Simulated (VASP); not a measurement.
Here is a VASP 6.6.1 calculation.

INCAR

```
SYSTEM = CoSi2
PREC = Accurate
ENCUT = 600
EDIFF = 1E-6
ISMEAR = 0
SIGMA = 0.1
LREAL = .FALSE.
LASPH = .TRUE.
NELM = 80
ALGO = Normal
ISIF = 3
LWAVE = .FALSE.
LCHARG = .FALSE.
GGA = PE
IBRION = 2
NSW = 70
EDIFFG = -0.008
PSTRESS = 900.0
```

File KPOINTS:

```
regular mesh
0
G
  14 14 14
  0 0 0
```

POSCAR

```
CoSi2
1.0
    0.0000000000      2.4533882664      2.4533882664
    2.4533882664      0.0000000000      2.4533882664
    2.4533882664      2.4533882664      0.0000000000
Co Si
1 2
Direct
    0.0000000000      0.0000000000      0.0000000000
    0.2500000000      0.2500000000      0.2500000000
    0.7500000000      0.7500000000      0.7500000000
```

Potentials or basis: VASP PAW PBE potentials, release 64 (Co, Si).

Run with:

```bash
$ cat potpaw_PBE.64/Co/POTCAR potpaw_PBE.64/Si/POTCAR > POTCAR
$ mpirun -np 1 vasp_std > vasp.out
```

(1) Predict the space group after relaxing (to 0.05 Å).

(2) Estimate the relaxed cell.

Results:

(1) Fm-3m (No. 225).

(2) a = 3.459 Å, b = 3.459 Å, c = 3.459 Å, α = 60.00°, β = 60.00°, γ = 60.00°.
